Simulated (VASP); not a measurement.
# Si4C (P-6m2) in VASP: a series of runs

The runs below take Si4C through single point, relaxation of cell and atoms, with PBE.

All numbers are computed with VASP 6.6.1; they aren't measurements. Logs are shortened: lines on timing, memory, paths and dates and some standing lists are left out, and cuts for length are marked.

## (1) The cell of the first run

Symmetry: P-6m2, No. 187, hexagonal system. Conventional cell: a = 2.938 Å, b = 2.938 Å, c = 17.034 Å, α = 90.00°, β = 90.00°, γ = 120.00°. Within 3.0 Å of Si (site symmetry -6m2) lie 6 C at 2.29 Å and 8 Si at 2.49 to 2.94 Å. Within 2.6 Å of Si (site symmetry 3m) lie 3 C at 1.95 Å and 1 Si at 2.49 Å. Si (site symmetry 3m) has 12 Si at 2.57 to 2.94 Å within 3.4 Å. Within 3.4 Å of Si (site symmetry 3m) lie 12 Si at 2.57 to 2.94 Å and 1 C at 3.06 Å. Si (site symmetry -6m2) has 12 Si at 2.61 to 2.94 Å within 3.4 Å. C (site symmetry 3m) has 6 Si at 1.95 to 2.29 Å within 2.6 Å.

## (2) Single point, PBE

INCAR reads:

```
SYSTEM = Si4C
PREC = Accurate
ENCUT = 520
EDIFF = 1E-7
ISMEAR = 0
SIGMA = 0.1
LREAL = .FALSE.
LASPH = .TRUE.
NELM = 60
ALGO = Normal
ISIF = 2
LWAVE = .FALSE.
LCHARG = .FALSE.
GGA = PE
NBANDS = 31
```

KPOINTS reads:

```
regular mesh
0
G
  6 6 1
  0 0 0
```

POSCAR reads:

```
Si4C
1.0
    2.9377321295      0.0000000000      0.0000000000
   -1.4688660648      2.5441506537      0.0000000000
    0.0000000000      0.0000000000     17.0340704094
Si C
8 2
Direct
    0.3333333333      0.6666666667      0.0000000000
    0.3333333333      0.6666666667      0.1463963480
    0.3333333333      0.6666666667      0.3836074131
    0.3333333333      0.6666666667      0.6163925869
    0.3333333333      0.6666666667      0.8536036520
    0.6666666667      0.3333333333      0.2701013379
    0.6666666667      0.3333333333      0.5000000000
    0.6666666667      0.3333333333      0.7298986621
    0.6666666667      0.3333333333      0.0904986123
    0.6666666667      0.3333333333      0.9095013877
```

Potentials or basis: VASP PAW PBE potentials, release 64 (Si, C).

Launch:

```
$ cat potpaw_PBE.64/Si/POTCAR potpaw_PBE.64/C/POTCAR > POTCAR
$ mpirun -np 1 vasp_std > vasp.out
```

OUTCAR:

```text
SYSTEM = Si4C
   PREC = Accurate
   ENCUT = 520
   EDIFF = 1E-7
   ISMEAR = 0
   LREAL = .FALSE.
   LASPH = .TRUE.
   NELM = 60
   ISIF = 2
   GGA = PE

 ion  position               nearest neighbor table
   1  0.333  0.667  0.000-   9 2.29  10 2.29   9 2.29  10 2.29   9 2.29  10 2.29   2 2.49   5 2.49

   2  0.333  0.667  0.146-   9 1.95   9 1.95   9 1.95   1 2.49   6 2.71   6 2.71   6 2.71
   3  0.333  0.667  0.384-   6 2.57   6 2.57   6 2.57   7 2.61   7 2.61   7 2.61
   4  0.333  0.667  0.616-   8 2.57   8 2.57   8 2.57   7 2.61   7 2.61   7 2.61
   5  0.333  0.667  0.854-  10 1.95  10 1.95  10 1.95   1 2.49   8 2.71   8 2.71   8 2.71
   6  0.667  0.333  0.270-   3 2.57   3 2.57   3 2.57   2 2.71   2 2.71   2 2.71
   7  0.667  0.333  0.500-   3 2.61   4 2.61   3 2.61   4 2.61   3 2.61   4 2.61
   8  0.667  0.333  0.730-   4 2.57   4 2.57   4 2.57   5 2.71   5 2.71   5 2.71
   9  0.667  0.333  0.090-   2 1.95   2 1.95   2 1.95   1 2.29   1 2.29   1 2.29
  10  0.667  0.333  0.910-   5 1.95   5 1.95   5 1.95   1 2.29   1 2.29   1 2.29

  LATTYP: Found a hexagonal cell.
 ALAT       =     2.9377321295
 C/A-ratio  =     5.7983742760

  Lattice vectors:

 A1 = (   2.9377321295,   0.0000000000,   0.0000000000)
 A2 = (  -1.4688660648,   2.5441506537,   0.0000000000)
 A3 = (   0.0000000000,   0.0000000000,  17.0340704094)

Analysis of symmetry for initial positions (statically):
=====================================================================
 Subroutine PRICEL returns:
 Original cell was already a primitive cell.

 Routine SETGRP: Setting up the symmetry group for a
 hexagonal supercell.

 Subroutine GETGRP returns: Found 12 space group operations
 (whereof 12 operations were pure point group operations)
 out of a pool of 24 trial point group operations.

The static configuration has the point symmetry D_3h.

Analysis of symmetry for dynamics (positions and initial velocities):
=====================================================================
 Subroutine PRICEL returns:
 Original cell was already a primitive cell.

 Routine SETGRP: Setting up the symmetry group for a
 hexagonal supercell.

 Subroutine GETGRP returns: Found 12 space group operations
 (whereof 12 operations were pure point group operations)
 out of a pool of 24 trial point group operations.

[... 103 lines left out ...]
   NFREE  =      0    steps in history (QN), initial steepest desc. (CG)
   ISIF   =      2    stress and relaxation
   ISYM   =      2    0-nonsym 1-usesym 2-fastsym
   POTIM  = 0.5000    time-step for ionic-motion
   TEBEG  =    0.0;   TEEND  =   0.0 temperature during run
   PSTRESS=    0.0 pullay stress
   NELECT =      40.0000    total number of electrons
   NUPDOWN=      -1.0000    fix difference up-down
   EMIN   =  10.00;   EMAX   =-10.00  energy-range for DOS
   EFERMI =   0.00;   METHOD = LEGACY
   ISMEAR =     0;   SIGMA  =   0.10  broadening in eV -4-tet -1-fermi 0-gaus
   EFERMI_NEDOS =   21; number of points for ismear=-14 and -15
   IALGO  =     38    algorithm
   IMIX   =      4    mixing-type and parameters
     AMIX     =   0.40;   BMIX     =  1.00
     AMIX_MAG =   1.60;   BMIX_MAG =  1.00
  volume/ion in A,a.u.               =      12.73        85.92
  Fermi-wavevector in a.u.,A,eV,Ry     =   1.112936  2.103145 16.852549  1.238627
  Thomas-Fermi vector in A             =   2.249516
   LORBIT       =      0    0 simple, 1 ext, 2 COOP (PROOUT), +10 PAW based schemes
   GGA     = PE    functional components
   LHFCALC =     F    Hartree Fock is set to
   AEXX    =    0.0000 exact exchange contribution
   IVDW    =     0    specifies the selected vdW correction
   LEPSILON=     F    determine dielectric tensor
   LRPA    =     F    only Hartree local field effects (RPA)
 non-spin polarized calculation
 Gauss-broadening in eV      SIGMA  =   0.10
  energy-cutoff  :      520.00
  volume of cell :      127.31
 maximum number of plane-waves:      3483
 NGX is ok and might be reduce to    24
   NGX = 11   NGY = 11   NGZ = 63

 number of electron      40.0000003 magnetization

 Free energy of the ion-electron system (eV)
  ---------------------------------------------------
  ext. energy  EPLUGINS =         0.00000000
  ---------------------------------------------------
  free energy    TOTEN  =       -55.42414344 eV

  energy without entropy =      -55.41248877  energy(sigma->0) =      -55.41831611

 E-fermi :   9.9959     XC(G=0): -11.3436

 val. band max:        9.9630000390   @ k =   0.1667   0.1667   0.0000
 cond. band min:      10.1539757119   @ k =   0.3333   0.1667   0.0000
 fundamental gap:      0.1909756730
 Fermi energy:         9.9958511948

 k-point     1 :       0.0000    0.0000    0.0000
  band No.  band energies     occupation
      1      -6.7160      2.00000
      2      -5.8823      2.00000
      3      -4.0063      2.00000
      4      -3.2032      2.00000
      5      -2.4225      2.00000
      6      -0.7005      2.00000
[... 227 lines left out ...]
     30      13.9066      0.00000
     31      14.0234      0.00000

------------------------ aborting loop because EDIFF is reached ----------------------------------------

  FORCE on cell =-STRESS in cart. coord.  units (eV):
  Direction    XX          YY          ZZ          XY          YZ          ZX
  --------------------------------------------------------------------------------------
  -------------------------------------------------------------------------------------
  Total       -0.0117923     -0.0117923      0.1147142      0.0000000      0.0000000      0.0000000
  in kB       -0.1484011     -0.1484011      1.4436244      0.0000000      0.0000000      0.0000000
  external PRESSURE =       0.3822740 kB  Pullay stress =       0.0000000 kB

 VOLUME and BASIS-vectors are now :
 -----------------------------------------------------------------------------
  energy-cutoff  :      520.00
  volume of cell :      127.31
      direct lattice vectors                 reciprocal lattice vectors
     2.937732130  0.000000000  0.000000000     0.340398633  0.196529242  0.000000000
    -1.468866065  2.544150654  0.000000000     0.000000000  0.393058484  0.000000000
     0.000000000  0.000000000 17.034070409     0.000000000  0.000000000  0.058705875

 POSITION                                       TOTAL-FORCE (eV/Angst)
 -----------------------------------------------------------------------------------
     -0.00000      1.69610      0.00000         0.000000     -0.000000      0.000000
     -0.00000      1.69610      2.49373        -0.000000     -0.000000     -0.007880
     -0.00000      1.69610      6.53440         0.000000     -0.000000     -0.014361
     -0.00000      1.69610     10.49967         0.000000     -0.000000      0.014361
     -0.00000      1.69610     14.54034        -0.000000      0.000000      0.007880
      1.46887      0.84805      4.60093         0.000000     -0.000000      0.007360
      1.46887      0.84805      8.51704        -0.000000      0.000000      0.000000
      1.46887      0.84805     12.43315         0.000000     -0.000000     -0.007360
      1.46887      0.84805      1.54156        -0.000000      0.000000      0.005605
      1.46887      0.84805     15.49251        -0.000000      0.000000     -0.005605
 -----------------------------------------------------------------------------------
    total drift:                               -0.000000      0.000000      0.000000

  FREE ENERGIE OF THE ION-ELECTRON SYSTEM (eV)
  ---------------------------------------------------
  free  energy   TOTEN  =       -55.4241434418 eV

  energy  without entropy=      -55.4124887700  energy(sigma->0) =      -55.41831611
```

OSZICAR:

```text
N       E                     dE             d eps       ncg     rms          rms(c)
DAV:   1     0.868795524663E+02    0.86880E+02   -0.17066E+04   434   0.113E+03
DAV:   2    -0.502302671269E+02   -0.13711E+03   -0.12876E+03   560   0.174E+02
DAV:   3    -0.583495381171E+02   -0.81193E+01   -0.79805E+01   557   0.381E+01
DAV:   4    -0.584601195664E+02   -0.11058E+00   -0.11046E+00   565   0.528E+00
DAV:   5    -0.584617984718E+02   -0.16789E-02   -0.16787E-02   573   0.597E-01    0.125E+01
DAV:   6    -0.559670846187E+02    0.24947E+01   -0.13691E+01   600   0.162E+01    0.674E+00
DAV:   7    -0.563266406955E+02   -0.35956E+00   -0.13881E+01   582   0.145E+01    0.484E+00
DAV:   8    -0.554314219273E+02    0.89522E+00   -0.66240E+00   606   0.945E+00    0.210E+00
DAV:   9    -0.554260757465E+02    0.53462E-02   -0.51462E-01   530   0.284E+00    0.614E-01
DAV:  10    -0.554243920985E+02    0.16836E-02   -0.55814E-02   551   0.116E+00    0.354E-01
DAV:  11    -0.554241196709E+02    0.27243E-03   -0.64287E-03   549   0.366E-01    0.225E-01
DAV:  12    -0.554242111160E+02   -0.91445E-04   -0.11904E-03   528   0.147E-01    0.873E-02
DAV:  13    -0.554241509480E+02    0.60168E-04   -0.52236E-04   567   0.100E-01    0.217E-02
DAV:  14    -0.554241436652E+02    0.72828E-05   -0.84937E-05   534   0.443E-02    0.147E-02
DAV:  15    -0.554241436186E+02    0.46557E-07   -0.11871E-05   565   0.139E-02    0.942E-03
DAV:  16    -0.554241436179E+02    0.69031E-09   -0.20807E-06   581   0.705E-03    0.263E-03
DAV:  17    -0.554241434847E+02    0.13323E-06   -0.32168E-07   502   0.263E-03    0.101E-03
DAV:  18    -0.554241434418E+02    0.42894E-07   -0.11903E-07   303   0.141E-03
   1 F= -.55424143E+02 E0= -.55418316E+02  d E =-.116547E-01
```

Wall time 46 s (1 thread of Intel Xeon Platinum 8488C (Sapphire Rapids), shared host); peak memory 0.25 GiB.

Results:

```
Free energy            : -55.4241 eV
Pressure               : 0.0 GPa
Largest force          : 0.014 eV/Å
Band gap on the k mesh : zero (bands 20 and 21 overlap by 6.88 eV)
```

Forces in eV/Å, atoms in the order of the input:
```
Si   0.000  0.000  0.000
Si   0.000  0.000 -0.008
Si   0.000  0.000 -0.014
Si   0.000  0.000  0.014
Si   0.000  0.000  0.008
Si   0.000  0.000  0.007
Si   0.000  0.000  0.000
Si   0.000  0.000 -0.007
C    0.000  0.000  0.006
C    0.000  0.000 -0.006
```

Stress tensor (GPa, compression positive):
```
-0.01  0.00  0.00
 0.00 -0.01  0.00
 0.00  0.00  0.14
```

Caveat: the k points lie up to 0.41 Å⁻¹ apart, too coarse for converged energies and pressures of a metal.

## (3) Single point, PBE

This run uses another cell than the first one, of 14.72 Å³/atom.

INCAR reads:

```
  PREC = Accurate
  ENCUT = 520
  EDIFF = 1E-7
  ISMEAR = 0
  SIGMA = 0.1
  LREAL = False
  LASPH = True
  NELM = 60
  ALGO = Normal
  ISIF = 2
  LWAVE = False
  LCHARG = False
  GGA = PE
  NBANDS = 31
```

KPOINTS reads:

```
regular mesh
0
Gamma
  6 6 1
```

POSCAR reads:

```
Si4C
1.0
    2.7564211000      0.0000000000      0.0000000000
   -1.3782105500      2.3871306900      0.0000000000
    0.0000000000      0.0000000000     22.3704998500
Si C
8 2
Direct
    0.3333333300      0.6666666700      0.0000000000
    0.3333333300      0.6666666700      0.2000000000
    0.3333333300      0.6666666700      0.4000000000
    0.3333333300      0.6666666700      0.6000000000
    0.3333333300      0.6666666700      0.8000000000
    0.6666666700      0.3333333300      0.3000000000
    0.6666666700      0.3333333300      0.5000000000
    0.6666666700      0.3333333300      0.7000000000
    0.6666666700      0.3333333300      0.1000000000
    0.6666666700      0.3333333300      0.9000000000
```

Potentials or basis: VASP PAW PBE potentials, release 64 (Si, C).

Launch:

```
$ cat potpaw_PBE.64/Si/POTCAR potpaw_PBE.64/C/POTCAR > POTCAR
$ mpirun -np 1 vasp_std > vasp.out
```

Wall time 93 s (1 thread of Intel Xeon Platinum 8488C (Sapphire Rapids), shared host); peak memory 0.29 GiB.

It converged, with:

```
Free energy            : -47.3025 eV
Pressure               : -9.6 GPa
Largest force          : 1.514 eV/Å
Band gap on the k mesh : zero (bands 20 and 21 overlap by 5.59 eV)
```

Forces in eV/Å, atoms in the order of the input:
```
Si   0.000  0.000  0.000
Si   0.000  0.000 -1.514
Si   0.000  0.000  0.020
Si   0.000  0.000 -0.020
Si   0.000  0.000  1.514
Si   0.000  0.000  0.254
Si   0.000  0.000  0.000
Si   0.000  0.000 -0.254
C    0.000  0.000  0.242
C    0.000  0.000 -0.242
```

Stress tensor (GPa, compression positive):
```
 -6.88   0.00   0.00
  0.00  -6.88   0.00
  0.00   0.00 -15.17
```

Levels at points of the mesh, in eV from the Fermi level:
```csv
k point,band 16,band 17,band 18,band 19,band 20,band 21,band 22,band 23,band 24,band 25
"(0.00, 0.00, 0.00)",2.69,3.31,3.31,3.34,3.34,3.47,5.79,7.12,8.02,8.02
"(0.50, 0.00, 0.00)",-3.63,-2.70,-2.69,-1.81,-1.26,-1.11,0.59,1.02,1.22,1.74
```

Caveat: the k points lie up to 0.44 Å⁻¹ apart, too coarse for converged energies and pressures of a metal; forces of over 1 eV/Å act on the atoms, so gaps and moduli don't describe the material at rest.

(Part 1 of 2 ends here.)

The gap in the log of VASP goes by the Fermi energy; the results here count the filled bands.